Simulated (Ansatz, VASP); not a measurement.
## ZnS in VASP and in Ansatz

```
Zn S
1.0
     3.73132    0.00000    0.00000
    -1.86566    3.23142    0.00000
     0.00000    0.00000   12.40137
Zn S
4 4
Direct
  0.00000 0.00000 0.00005
  0.00000 0.00000 0.50005
  0.33333 0.66667 0.25002
  0.66667 0.33333 0.75002
  0.00000 0.00000 0.18729
  0.00000 0.00000 0.68729
  0.33333 0.66667 0.43764
  0.66667 0.33333 0.93764
```

Change from the starting cell: strain -0.030 along x and y, -0.015 along z, atoms carried along.

Alike in both runs: task single point; functional PBE; k mesh 12 × 12 × 2; occupations gaussian, width 0.05 eV; no spin polarisation.

|  | VASP | Ansatz |
| --- | --- | --- |
| version | VASP 6.6.1 | Ansatz 0.2.0 |
| potentials or method | VASP PAW PBE potentials, release 64 (Zn, S), cutoff 520 eV | scalar-relativistic, plane waves, PAW |
| valence electrons in the cell | 72 | 72 |

Ansatz gave:

| Property | Result |
| --- | --- |
| gap on the k mesh at the Fermi level (eV) | 2.35 |
| least direct gap on the mesh (eV) | 2.35 |
| pressure (GPa) | 6.3 |
| traceless stress, the component that is largest in VASP (GPa) | -1.69 |
| rms of the force components (eV/Å) | 0.083 |

Q: Which values does VASP return?

A: gap on the k mesh at the Fermi level (eV): 2.36; least direct gap on the mesh (eV): 2.36; pressure (GPa): 6.5; traceless stress, the component that is largest in VASP (GPa): -1.70; rms of the force components (eV/Å): 0.084.

Atom by atom the forces differ by 0.001 eV/Å (rms over components).
